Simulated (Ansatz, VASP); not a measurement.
**Mg5TeBr: VASP beside Ansatz**

```xyz
7
Lattice="4.2546 0.0000 0.0000 0.0000 4.2546 0.0000 0.0000 0.0000 10.4324" Properties=species:S:1:pos:R:3 pbc="T T T"
Mg    0.0000    2.1273    2.9687
Mg    0.0000    2.1273    7.4637
Mg    2.1273    0.0000    2.9687
Mg    2.1273    0.0000    7.4637
Mg    0.0000    0.0000    0.0000
Te    0.0000    0.0000    5.2162
Br    2.1273    2.1273    0.0000
```

Change from the starting cell: species swapped into the GaAsPd5 type (P4/mmm, No. 123).

Alike in both runs: functional PBE; k mesh 10 × 10 × 4; occupations gaussian, width 0.1 eV; no spin polarisation.

Ansatz relaxed the structure, and its values are those at the end. VASP's run is a single point on that final structure, the one shown.

```csv
,VASP,Ansatz
version,VASP 6.6.1,Ansatz 0.2.0
potentials or method,"VASP PAW PBE potentials, release 64 (Mg, Te, Br), cutoff 520 eV","scalar-relativistic, plane waves, PAW"
valence electrons in the cell,23,73
```

|  | VASP | Ansatz | Ansatz less VASP |
| --- | --- | --- | --- |
| gap on the k mesh at the Fermi level (eV) | none | none | - |
| pressure (GPa) | -0.1 | 0.0 | +0.07 |

A gap of «none» marks a metal or a gap that the smearing closes. VASP's potentials hold 23 valence electrons a cell and Ansatz's 73, so a difference there can come from the potentials and not from the codes.

Spin-orbit coupling is off throughout.
